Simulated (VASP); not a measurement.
InAs, 2 atoms in the cell. It takes space group F-43m (No. 216, cubic). The conventional cell has a = 5.937 Å, b = 5.937 Å, c = 5.937 Å, α = 90.00°, β = 90.00°, γ = 90.00°. In (site symmetry -43m) has 4 As at 2.57 Å within 3.4 Å. Within 3.4 Å of As (site symmetry -43m) lie 4 In at 2.57 Å. 

| Property | Result |
| --- | --- |
| Program | VASP 6.6.1 |
| Task | single point |
| Functional | PBEsol |
| Potentials or basis | VASP PAW PBE potentials, release 64 (In_d, As) |
| Cutoff | 520 eV |
| k mesh | 8 × 8 × 8 |
| Occupations | fermi-dirac, width 0.05 eV |
| Spin | no spin polarisation |
| Dipole correction | no |
| Further INCAR settings | ALGO = Normal; EDIFF = 1e-06; NBANDS = 16 |

Potentials or basis: VASP PAW PBE potentials, release 64 (In_d, As).

The run is started by

```bash
$ cat potpaw_PBE.64/In_d/POTCAR potpaw_PBE.64/As/POTCAR > POTCAR
$ mpirun -np 1 vasp_std > vasp.out
```

Hardware: 1 thread of Intel Xeon 6975P-C, on a shared host.

Problem. Estimate the wall time of this run.

Solution. Wall time 18 s on 1 thread of Intel Xeon 6975P-C, with other jobs on the host, peak memory 0.18 GiB. Counts: scf iterations 13, k points 29.
